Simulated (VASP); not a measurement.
# MnHg (P4/mmm) in VASP: notebook, part 2 of 2

VASP 6.6.1.

## (3) Electric field gradients, r2SCAN, collinear spin, ferromagnetic start

This run uses another cell than the first one, of 17.91 Å³/atom.

The input, POSCAR:

```
MnHg
1.0
    3.2880000000      0.0000000000      0.0000000000
    0.0000000000      3.2880000000      0.0000000000
    0.0000000000      0.0000000000      3.3130000000
Mn Hg
1 1
Direct
    0.5000000000      0.5000000000      0.5000000000
    0.0000000000      0.0000000000      0.0000000000
```

The input, INCAR.step1:

```
SYSTEM = MnHg
ALGO     = Normal         ! electronic algorithm
EDIFF    = 1E-5           ! SCF threshold, eV
ENCUT    = 440            ! plane-wave cutoff, eV
GGA      = PE             ! functional
GGA_COMPAT= .False.      
ISMEAR   = -1             ! smearing method
ISPIN    = 2              ! spin polarisation
LASPH    = .True.         ! aspherical terms in the spheres
LCHARG   = .False.        ! write CHGCAR
LMAXMIX  = 4              ! l up to which the mixer works
LREAL    = .False.        ! projectors in reciprocal space
LWAVE    = .True.         ! write WAVECAR
MAGMOM   = 4 0            ! initial moments
NBANDS   = 24             ! bands
NELM     = 200            ! most SCF steps
PREC     = Accurate       ! precision mode
SIGMA    = 0.05           ! smearing width, eV
```

The input, INCAR.step2:

```
SYSTEM = MnHg
ALGO     = Normal         ! electronic algorithm
EDIFF    = 1E-8           ! SCF threshold, eV
ENCUT    = 440            ! plane-wave cutoff, eV
GGA_COMPAT= .False.      
ISIF     = 2              ! what is computed and relaxed
ISMEAR   = -1             ! smearing method
ISPIN    = 2              ! spin polarisation
ISTART   = 1            
LASPH    = .True.         ! aspherical terms in the spheres
LCHARG   = .False.        ! write CHGCAR
LEFG     = .True.       
LMAXMIX  = 4              ! l up to which the mixer works
LMIXTAU  = .True.       
LORBIT   = 11             ! projections on sites
LREAL    = .False.        ! projectors in reciprocal space
LWAVE    = .False.        ! write WAVECAR
MAGMOM   = 4 0            ! initial moments
METAGGA  = R2SCAN         ! meta-GGA
NBANDS   = 24             ! bands
NELM     = 200            ! most SCF steps
PREC     = Accurate       ! precision mode
SIGMA    = 0.05           ! smearing width, eV
```

The input, KPOINTS:

```
k-points
0
Gamma
  10 10 10
  0 0 0
```

Potentials or basis: VASP PAW PBE potentials, release 64 (Mn_pv, Hg).

On the command line:

```
cat potpaw_PBE.64/Mn_pv/POTCAR potpaw_PBE.64/Hg/POTCAR > POTCAR
cp INCAR.step1 INCAR
mpirun -np 1 vasp_std > vasp.out
cp INCAR.step2 INCAR
mpirun -np 1 vasp_std > vasp.out
```

OUTCAR:

```text
SYSTEM = MnHg
   EDIFF = 1E-8
   ENCUT = 440
   ISIF = 2
   ISMEAR = -1
   ISPIN = 2
   ISTART = 1
   LASPH = .True.
   LORBIT = 11
   LREAL = .False.
   METAGGA = R2SCAN
   NELM = 200
   PREC = Accurate

 ion  position               nearest neighbor table
   1  0.500  0.500  0.500-   2 2.85   2 2.85   2 2.85   2 2.85   2 2.85   2 2.85   2 2.85   2 2.85

   2  0.000  0.000  0.000-   1 2.85   1 2.85   1 2.85   1 2.85   1 2.85   1 2.85   1 2.85   1 2.85

  LATTYP: Found a simple tetragonal cell.
 ALAT       =     3.2880000000
 C/A-ratio  =     1.0076034063

  Lattice vectors:

 A1 = (   3.2880000000,   0.0000000000,   0.0000000000)
 A2 = (   0.0000000000,   3.2880000000,   0.0000000000)
 A3 = (   0.0000000000,   0.0000000000,   3.3130000000)

Analysis of symmetry for initial positions (statically):
=====================================================================
 Subroutine PRICEL returns:
 Original cell was already a primitive cell.

 Routine SETGRP: Setting up the symmetry group for a
 simple tetragonal supercell.

 Subroutine GETGRP returns: Found 16 space group operations
 (whereof 16 operations were pure point group operations)
 out of a pool of 16 trial point group operations.

The static configuration has the point symmetry D_4h.

Analysis of symmetry for dynamics (positions and initial velocities):
=====================================================================
 Subroutine PRICEL returns:
 Original cell was already a primitive cell.

 Routine SETGRP: Setting up the symmetry group for a
 simple tetragonal supercell.
[... 1483 lines left out ...]
  -------------------------------------------------------------------------------------
  Total        0.6971420      0.6971420      0.6884878      0.0000000     -0.0000000      0.0000000
  in kB       31.1850743     31.1850743     30.7979472      0.0000000     -0.0000000      0.0000000
  external PRESSURE =      31.0560319 kB  Pullay stress =       0.0000000 kB

 VOLUME and BASIS-vectors are now :
 -----------------------------------------------------------------------------
  energy-cutoff  :      440.00
  volume of cell :       35.82
      direct lattice vectors                 reciprocal lattice vectors
     3.288000000  0.000000000  0.000000000     0.304136253  0.000000000  0.000000000
     0.000000000  3.288000000  0.000000000     0.000000000  0.304136253  0.000000000
     0.000000000  0.000000000  3.313000000     0.000000000  0.000000000  0.301841232

 POSITION                                       TOTAL-FORCE (eV/Angst)
 -----------------------------------------------------------------------------------
      1.64400      1.64400      1.65650         0.000000      0.000000      0.000000
      0.00000      0.00000      0.00000         0.000000      0.000000      0.000000
 -----------------------------------------------------------------------------------
    total drift:                                0.000000      0.000000     -0.000000

  FREE ENERGIE OF THE ION-ELECTRON SYSTEM (eV)
  ---------------------------------------------------
  free  energy   TOTEN  =       -64.0319226378 eV

  energy  without entropy=      -64.0255212935  energy(sigma->0) =      -64.02872197

 Electric field gradients (V/A^2)
---------------------------------------------------------------------
 ion       V_xx      V_yy      V_zz      V_xy      V_xz      V_yz
---------------------------------------------------------------------
   1      -0.024    -0.024     0.048    -0.000    -0.000    -0.000
   2       0.016     0.016    -0.032     0.000     0.000     0.000
---------------------------------------------------------------------

 Electric field gradients after diagonalization (V/A^2)
 (convention: |V_zz| > |V_xx| > |V_yy|)
----------------------------------------------------------------------
 ion       V_xx      V_yy      V_zz     asymmetry (V_yy - V_xx)/ V_zz
----------------------------------------------------------------------
   1      -0.024    -0.024     0.048       0.000
   2       0.016     0.016    -0.032       0.000
----------------------------------------------------------------------

           NMR quadrupolar parameters

 Cq : quadrupolar parameter    Cq=e*Q*V_zz/h
 eta: asymmetry parameters     (V_yy - V_xx)/ V_zz
 Q  : nuclear electric quadrupole moment in mb (millibarn)
----------------------------------------------------------------------
 ion       Cq(MHz)       eta       Q (mb)
----------------------------------------------------------------------
   1       0.000       0.000       1.000
   2      -0.000       0.000       1.000
----------------------------------------------------------------------

 total charge

# of ion       s       p       d       tot
------------------------------------------
    1        0.274   6.187   4.929  11.390
    2        0.842   0.563   9.237  10.642
--------------------------------------------------
tot          1.116   6.750  14.166  22.033

 magnetization (x)

# of ion       s       p       d       tot
------------------------------------------
    1        0.035   0.022   4.060   4.117
    2       -0.037  -0.082   0.058  -0.062
--------------------------------------------------
tot         -0.003  -0.060   4.117   4.055
```

OUTCAR.step1:

```text
SYSTEM = MnHg
   EDIFF = 1E-5
   ENCUT = 440
   GGA = PE
   ISMEAR = -1
   ISPIN = 2
   LASPH = .True.
   LREAL = .False.
[... 1538 lines left out ...]
      1.64400      1.64400      1.65650         0.000000      0.000000      0.000000
      0.00000      0.00000      0.00000         0.000000      0.000000      0.000000
 -----------------------------------------------------------------------------------
    total drift:                                0.000000      0.000000     -0.000000

  FREE ENERGIE OF THE ION-ELECTRON SYSTEM (eV)
  ---------------------------------------------------
  free  energy   TOTEN  =        -8.4899687693 eV

  energy  without entropy=       -8.4736515761  energy(sigma->0) =       -8.48181017
```

It took 11 min on 1 thread of Oxide Virtual Turin-like, shared host; peak memory 0.22 GiB.

What came out:

| Quantity | Value |
| --- | --- |
| Free energy | -64.0319 eV |
| Pressure | 3.1 GPa |
| Net moment | 4.17 μB per cell |
| Site moments | Mn +4.12; Hg -0.06 μB |
| Largest electric field gradient by atom | under 0.05 V/Å² on every atom |
| Valence electrons inside the program's atomic spheres | Mn 11.39; Hg 10.64 |

Levels at points of the mesh, in eV from the Fermi level:
Spin up:
| k point | band 11 | band 12 | band 13 | band 14 | band 15 | band 16 | band 17 | band 18 | band 19 | band 20 |
| --- | --- | --- | --- | --- | --- | --- | --- | --- | --- | --- |
| (0.00, 0.00, 0.00) | -4.04 | -3.17 | -3.17 | -3.17 | 4.66 | 4.89 | 4.89 | 8.86 | 11.13 | 11.24 |
| (0.50, 0.00, 0.00) | -4.44 | -3.89 | -3.86 | -3.41 | -2.59 | 10.05 | 10.26 | 10.81 | 11.29 | 11.40 |
| (0.50, 0.50, 0.00) | -3.21 | -3.16 | -3.16 | -2.11 | -2.11 | 0.05 | 2.71 | 11.97 | 11.97 | 12.21 |
| (0.00, 0.00, 0.50) | -4.46 | -3.86 | -3.86 | -3.40 | -2.64 | 10.19 | 10.19 | 10.93 | 11.42 | 11.42 |
| (0.50, 0.00, 0.50) | -3.22 | -3.16 | -3.16 | -2.16 | -2.15 | 0.00 | 2.63 | 12.11 | 12.12 | 12.39 |
| (0.50, 0.50, 0.50) | -4.76 | -3.20 | -3.19 | 0.31 | 3.75 | 3.75 | 3.80 | 4.44 | 4.69 | 4.69 |
Spin down:
| k point | band 6 | band 7 | band 8 | band 9 | band 10 | band 11 | band 12 | band 13 | band 14 | band 15 |
| --- | --- | --- | --- | --- | --- | --- | --- | --- | --- | --- |
| (0.00, 0.00, 0.00) | -9.02 | -7.73 | -7.73 | -7.71 | 0.70 | 0.72 | 1.91 | 1.91 | 1.92 | 4.98 |
| (0.50, 0.00, 0.00) | -8.15 | -8.13 | -7.62 | -5.60 | -5.04 | 0.32 | 0.62 | 0.67 | 1.71 | 2.62 |
| (0.50, 0.50, 0.00) | -8.22 | -8.22 | -7.11 | -3.92 | -1.98 | -1.98 | 0.89 | 1.70 | 1.70 | 2.49 |
| (0.00, 0.00, 0.50) | -8.12 | -8.12 | -7.61 | -5.69 | -5.08 | 0.31 | 0.68 | 0.68 | 1.72 | 2.57 |
| (0.50, 0.00, 0.50) | -8.20 | -8.18 | -7.13 | -3.99 | -2.03 | -2.02 | 0.84 | 1.70 | 1.71 | 2.47 |
| (0.50, 0.50, 0.50) | -8.84 | -7.11 | -7.08 | -1.85 | -1.84 | -1.84 | 0.08 | 2.51 | 2.53 | 5.73 |

Caveat: the cell stands under pressure; the PAW data sets were made with another functional, which shifts forces and pressure a little; spin-orbit coupling is left out, which moves the levels of the heavy elements.
